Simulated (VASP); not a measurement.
A run of VASP 6.6.1 is set up as follows.

The input INCAR:

```
ALGO = Normal
EDIFF = 1E-6
ENCUT = 520
GGA = PE
ISIF = 2
ISMEAR = 0
ISPIN = 2
LASPH = True
LCHARG = False
LMAXMIX = 4
LORBIT = 11
LREAL = False
LWAVE = False
MAGMOM = 0 0 0 0 0 0
NBANDS = 38
NELM = 150
PREC = Accurate
SIGMA = 0.1
```

Contents of KPOINTS:

```
k-points
0
Gamma
  3 3 4
```

POSCAR

```
InWS4
1.0
    4.3580319581      0.0000000021      0.0000000000
   -2.1790159809      3.7741663852      0.0000000000
    0.0000000000      0.0000000000      8.0518445809
In W S
1 1 4
Direct
    0.0000000000      0.0000000000      0.4220394843
    0.0000000000      0.0000000000      0.7611858386
    0.3333333333      0.6666666667      0.7655159803
    0.6666666667      0.3333333333      0.7655159803
    0.3333333333      0.6666666667      0.2530334432
    0.6666666667      0.3333333333      0.2530334432
```

Potentials or basis: VASP PAW PBE potentials, release 64 (In_d, W_sv, S).

Run with:

```bash
$ cat potpaw_PBE.64/In_d/POTCAR potpaw_PBE.64/W_sv/POTCAR potpaw_PBE.64/S/POTCAR > POTCAR
$ mpirun -np 1 vasp_std > vasp.out
```

Question: Estimate the pressure.

Answer: 0.1 GPa.

Question: Estimate the largest force.

Answer: 0.007 eV/Å.

Question: Predict the net moment.

Answer: 0.00 μB per cell.

Forces on the atoms (eV/Å):
```
In   0.000  0.000 -0.007
W    0.000  0.000 -0.001
S    0.000  0.000 -0.001
S    0.000  0.000 -0.001
S    0.000  0.000  0.004
S    0.000  0.000  0.004
```

Caveat: the k points lie up to 0.55 Å⁻¹ apart; this functional lacks dispersion, which binds the layers, so the pressure and a relaxed spacing across them are unreliable.
